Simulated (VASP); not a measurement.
Ni, 1 atom in the cell. It takes space group Fm-3m (No. 225, cubic). Conventional cell: a = 3.500 Å, b = 3.500 Å, c = 3.500 Å, α = 90.00°, β = 90.00°, γ = 90.00°. Within 3.3 Å of Ni (site symmetry m-3m) lie 12 Ni at 2.48 Å. 

```yaml
Program: VASP 6.6.1
Task: single point
Functional: PBE
Dispersion: D3(BJ)
Potentials_or_basis: VASP PAW PBE potentials, release 64 (Ni)
Cutoff: 520 eV
k_mesh: 14 × 14 × 14
Occupations: fermi-dirac, width 0.1 eV
Spin: collinear spin, ferromagnetic start
Starting_moments: "[1.5] μB"
Dipole_correction: no
Further_INCAR_settings: ALGO = Normal; EDIFF = 1e-06; NBANDS = 15
```

Potentials or basis: VASP PAW PBE potentials, release 64 (Ni).

Command:

```sh
$ cat potpaw_PBE.64/Ni/POTCAR > POTCAR
$ mpirun -np 1 vasp_std > vasp.out
```

Hardware: 1 thread of Intel(R) Xeon(R) Platinum 8559C (Emerald Rapids), with other jobs on the host.

**Question.** Estimate the wall time of this run.

**Answer.** Run time: 17 s on 1 thread of Intel(R) Xeon(R) Platinum 8559C (Emerald Rapids) (shared host), peak memory 0.14 GiB. Counts: scf iterations 13, k points 104.
